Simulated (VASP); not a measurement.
Ir, 1 atom in the cell. It takes space group Fm-3m (No. 225, cubic). Conventional cell: a = 3.830 Å, b = 3.830 Å, c = 3.830 Å, α = 90.00°, β = 90.00°, γ = 90.00°. Ir (site symmetry m-3m) has 12 Ir at 2.71 Å within 3.6 Å. 

| Item | Value |
| --- | --- |
| Program | VASP 6.6.1 |
| Task | single point |
| Functional | PBEsol |
| Potentials or basis | VASP PAW PBE potentials, release 64 (Ir) |
| Cutoff | 520 eV |
| k mesh | 18 × 18 × 18 |
| Occupations | gaussian, width 0.1 eV |
| Spin | no spin polarisation |
| Dipole correction | no |
| Further INCAR settings | ALGO = Fast; EDIFF = 1e-06; NBANDS = 10 |

Potentials or basis: VASP PAW PBE potentials, release 64 (Ir).

Launch:

```bash
$ cat potpaw_PBE.64/Ir/POTCAR > POTCAR
$ mpirun -np 1 vasp_std > vasp.out
```

Hardware: 1 thread of Intel(R) Xeon(R) 6975P-C (Granite Rapids) (shared host).

**Question.** How long does it take, and how much memory?

**Answer.** It took 13 s on 1 thread of Intel(R) Xeon(R) 6975P-C (Granite Rapids) (shared host), peak memory 0.15 GiB. Counts: scf iterations 16, k points 195.
